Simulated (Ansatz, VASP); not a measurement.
**Al2O3: VASP beside Ansatz**

Contents of INCAR:

```
SYSTEM = Al2O3
PREC = Accurate ; ENCUT = 520
EDIFF = 1E-7 ; ISMEAR = 0
SIGMA = 0.05 ; LREAL = .False.
LASPH = .True. ; NELM = 60
ALGO = Normal ; ISIF = 2
LWAVE = .False. ; LCHARG = .False.
GGA = PE ; NBANDS = 35
```

KPOINTS

```
Automatic mesh
0
Gamma
  6 6 6
  0 0 0
```

File POSCAR:

```
Al2O3
1.0
    2.4644632860      1.4228585415      4.3744828318
   -2.4644632860      1.4228585415      4.3744828318
    0.0000000000     -2.8457170833      4.3744828317
Al O
4 6
Direct
    0.8521479318      0.8521479318      0.8521479318
    0.6478520682      0.6478520682      0.6478520682
    0.1478520682      0.1478520682      0.1478520682
    0.3521479318      0.3521479318      0.3521479318
    0.0561765927      0.4438234073      0.7500000000
    0.7500000000      0.0561765927      0.4438234073
    0.4438234073      0.7500000000      0.0561765927
    0.9438234073      0.5561765927      0.2500000000
    0.2500000000      0.9438234073      0.5561765927
    0.5561765927      0.2500000000      0.9438234073
```

Input for Ansatz:

```yaml
crystal:
  lattice:
    - [2.464463286, 1.4228585415, 4.3744828318]
    - [-2.464463286, 1.4228585415, 4.3744828318]
    - [0.0, -2.8457170833, 4.3744828317]
  atoms:
    - { symbol: Al, position: [0.8521479318, 0.8521479318, 0.8521479318] }
    - { symbol: Al, position: [0.6478520682, 0.6478520682, 0.6478520682] }
    - { symbol: Al, position: [0.1478520682, 0.1478520682, 0.1478520682] }
    - { symbol: Al, position: [0.3521479318, 0.3521479318, 0.3521479318] }
    - { symbol: O, position: [0.0561765927, 0.4438234073, 0.75] }
    - { symbol: O, position: [0.75, 0.0561765927, 0.4438234073] }
    - { symbol: O, position: [0.4438234073, 0.75, 0.0561765927] }
    - { symbol: O, position: [0.9438234073, 0.5561765927, 0.25] }
    - { symbol: O, position: [0.25, 0.9438234073, 0.5561765927] }
    - { symbol: O, position: [0.5561765927, 0.25, 0.9438234073] }
basis:
  ecutwfc: 420
kpoints:
  mp_grid: { grid: [6, 6, 6] }
hamiltonian:
  xc: pbe
scf:
  occupations: { method: gaussian, width: 0.05 }
output:
  forces: true
  stress: true
  eigenvalues: true
```

Change from the starting cell: strain +0.025 along x and y, +0.000 along z, atoms carried along.

Alike in both runs: task single point; functional PBE; k mesh 6 × 6 × 6; occupations gaussian, width 0.05 eV; no spin polarisation.

```csv
,VASP,Ansatz
version,VASP 6.6.1,Ansatz 0.2.0
potentials or method,"VASP PAW PBE potentials, release 64 (Al, O), cutoff 520 eV","scalar-relativistic, plane waves, PAW"
valence electrons in the cell,48,48
```

VASP gave:

| Quantity | Value |
| --- | --- |
| gap on the k mesh at the Fermi level (eV) | 5.07 |
| least direct gap on the mesh (eV) | 5.07 |
| pressure (GPa) | -10.7 |
| traceless stress, the component that is largest in VASP (GPa) | 6.43 |
| rms of the force components (eV/Å) | 0.075 |

Q: What did Ansatz give for the same quantities?

A: gap on the k mesh at the Fermi level (eV): 5.08; least direct gap on the mesh (eV): 5.08; pressure (GPa): -10.5; traceless stress, the component that is largest in VASP (GPa): 6.43; rms of the force components (eV/Å): 0.073.

Atom by atom the forces differ by 0.002 eV/Å (rms over components).
